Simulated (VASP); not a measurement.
## Si62P (a cell with a defect): single point with PBE

The system is Si62P (a cell with a defect).

```
Si P
1.0
    10.86000    0.00000    0.00000
     0.00000   10.86000    0.00000
     0.00000    0.00000   10.86000
Si P
62 1
Direct
  0.49951 0.00094 0.00116
  0.62642 0.12705 0.12376
  0.75235 0.25396 0.99976
  0.87639 0.38254 0.12372
  0.74923 0.00213 0.25097
  0.87636 0.12727 0.37367
  0.99992 0.00036 0.00007
  0.12395 0.12893 0.12063
  0.25002 0.25003 0.99285
  0.37115 0.37637 0.12051
  0.49988 0.50030 0.00005
  0.62313 0.62613 0.12596
  0.74842 0.75186 0.00328
  0.87406 0.87719 0.12599
  0.25049 0.00138 0.24781
  0.37606 0.12436 0.37286
  0.49897 0.25004 0.24785
  0.62486 0.37535 0.37532
  0.74868 0.50354 0.25152
  0.87407 0.62631 0.37697
  0.50039 0.00004 0.49971
  0.62734 0.12430 0.62405
  0.75236 0.25016 0.50127
  0.87977 0.37638 0.62904
  0.75246 0.00153 0.74974
  0.87973 0.12931 0.87608
  0.11776 0.62400 0.12384
  0.24628 0.74803 0.99986
  0.37337 0.87398 0.12359
  0.00040 0.25405 0.24770
  0.12529 0.37510 0.37503
  0.24636 0.50001 0.24780
  0.37327 0.62408 0.37364
  0.49829 0.75115 0.25080
  0.62505 0.87528 0.37502
  0.99883 0.00102 0.50056
  0.12873 0.12474 0.62457
  0.25100 0.24926 0.49765
  0.37564 0.37160 0.62432
  0.49950 0.50159 0.50051
  0.62641 0.62391 0.62684
  0.74914 0.75119 0.50189
  0.87641 0.87401 0.62670
  0.25108 0.99781 0.74898
  0.37560 0.12477 0.87121
  0.50250 0.24933 0.74893
  0.62510 0.37505 0.87483
  0.75238 0.49998 0.75377
  0.87627 0.62421 0.88221
  0.99682 0.75186 0.25158
  0.12506 0.87577 0.37528
  0.99992 0.50036 0.50007
  0.12391 0.62090 0.62863
  0.25030 0.74823 0.50104
  0.37610 0.87309 0.62398
  0.00809 0.25076 0.75052
  0.25024 0.49331 0.74967
  0.37116 0.62086 0.87622
  0.49897 0.74803 0.74973
  0.62479 0.87568 0.87490
  0.00036 0.74807 0.75359
  0.12526 0.87524 0.87482
  0.00118 0.49930 0.99875
```

```yaml
Program: VASP 6.6.1
Task: single point
Functional: PBE
Potentials_or_basis: VASP PAW PBE potentials, release 64 (Si, P)
Cutoff: 520 eV
k_mesh: 1 × 1 × 1
Occupations: gaussian, width 0.02 eV
Spin: collinear spin
Dipole_correction: no
Charge: 2
Further_INCAR_settings: LREAL = Auto; ALGO = Normal; EDIFF = 1e-06; NBANDS = 168; NELECT = 251.0
```

```json
{
 "Largest force": "0.039 eV/Å",
 "Net moment": "1.00 μB per cell",
 "Site moments": "Si +0.01, +0.00, +0.02 (each value once); P +0.06 μB",
 "Valence electrons inside the program's atomic spheres": "Si 1.68, 1.69, 1.66, 1.62, 1.70 (each value once); P 2.50"
}
```

Forces on the atoms (eV/Å):
```
Si   0.002  0.000 -0.002
Si  -0.001 -0.003 -0.004
Si   0.005  0.003 -0.002
Si   0.013  0.022 -0.022
Si  -0.001 -0.001 -0.002
Si   0.001 -0.008  0.003
Si  -0.004  0.003  0.004
Si  -0.006 -0.002  0.003
Si   0.003  0.004 -0.008
Si   0.005  0.000  0.005
Si   0.003  0.007  0.004
Si   0.002  0.000 -0.003
Si  -0.001  0.004 -0.006
Si   0.001  0.000 -0.001
Si   0.000  0.002 -0.001
Si   0.002 -0.002 -0.001
Si   0.000  0.001 -0.004
Si  -0.003  0.001 -0.001
Si  -0.010 -0.004  0.001
Si   0.003  0.001 -0.002
Si   0.003  0.001  0.002
Si   0.002  0.002 -0.005
Si   0.001 -0.006  0.001
Si  -0.003  0.001 -0.001
Si   0.000 -0.002  0.000
Si  -0.001 -0.003  0.004
Si  -0.015 -0.012 -0.014
Si  -0.003 -0.004 -0.012
Si   0.000 -0.001  0.002
Si   0.006 -0.002 -0.002
Si  -0.008  0.002  0.000
Si  -0.003 -0.004 -0.005
Si   0.001 -0.003 -0.001
Si   0.003  0.002  0.001
Si   0.000  0.000  0.000
Si   0.000  0.001 -0.001
Si   0.001  0.002  0.000
Si   0.004 -0.006 -0.002
Si   0.005  0.002  0.002
Si   0.003 -0.002 -0.001
Si   0.002 -0.002 -0.003
Si  -0.001 -0.001 -0.004
Si   0.003  0.003  0.001
Si   0.005  0.000 -0.001
Si   0.002 -0.004  0.002
Si   0.000 -0.004 -0.001
Si  -0.004  0.005  0.005
Si   0.004 -0.004  0.002
Si   0.013 -0.016  0.018
Si   0.002  0.004  0.004
Si  -0.005 -0.003  0.001
Si  -0.002  0.007  0.001
Si  -0.001  0.007  0.000
Si   0.004 -0.001 -0.001
Si   0.001 -0.002  0.002
Si  -0.009 -0.002 -0.001
Si  -0.005 -0.008  0.001
Si   0.006  0.005 -0.001
Si  -0.004  0.003  0.001
Si   0.000  0.000  0.008
Si   0.004 -0.003  0.008
Si  -0.006  0.000  0.004
P   -0.021  0.016  0.029
```

Levels at points of the mesh, in eV from the Fermi level:
Spin up:
```csv
k point,band 122,band 123,band 124,band 125,band 126,band 127,band 128,band 129,band 130,band 131
"(0.00, 0.00, 0.00)",-1.34,-0.83,-0.46,-0.46,-0.04,0.41,0.41,0.60,0.61,0.61
```
Spin down:
```
           k point  band 121  band 122  band 123  band 124  band 125  band 126  band 127  band 128  band 129  band 130
(0.00, 0.00, 0.00)     -1.32     -1.32     -0.75     -0.45     -0.45      0.04      0.45      0.45      0.61      0.62
```

Run time: 2.4 min on 1 × NVIDIA H100 80GB with 1 thread of AMD EPYC 7R13 Processor (Zen 3), on a shared host, peak memory 2 GiB.

Caveat: the k points lie up to 0.58 Å⁻¹ apart; the cell carries a net charge on a neutralising background, which shifts energy and pressure; the cell is charged against a uniform background, so pressure and absolute levels hang on convention.
